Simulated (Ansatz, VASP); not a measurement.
# Ca in VASP and in Ansatz

```
Ca
1.0
     3.69383    0.00000    0.00000
    -1.84691    3.19895    0.00000
     0.00000    0.00000   12.12775
Ca
4
Direct
  0.00000 0.00000 0.00000
  0.00000 0.00000 0.50000
  0.33333 0.66667 0.25000
  0.66667 0.33333 0.75000
```

Alike in both runs: task single point; functional PBEsol; k mesh 11 × 11 × 3; occupations fermi-dirac, width 0.1 eV; no spin polarisation.

|  | VASP | Ansatz |
| --- | --- | --- |
| version | VASP 6.6.1 | Ansatz 0.2.0 |
| potentials or method | VASP PAW PBE potentials, release 64 (Ca_sv), cutoff 520 eV | plane waves (420 eV) with PAW, scalar-relativistic |
| valence electrons in the cell | 40 | 40 |

```csv
,VASP,Ansatz,Ansatz less VASP
pressure (GPa),2.8,2.8,-0.01
"traceless stress, the component that is largest in VASP (GPa)",0.07,0.07,+0.001
```

VASP's potentials were made for PBE, not for PBEsol, and Ansatz warns of the same on its side. With one functional, cell and mesh, what is left measures potentials, basis and numerics.
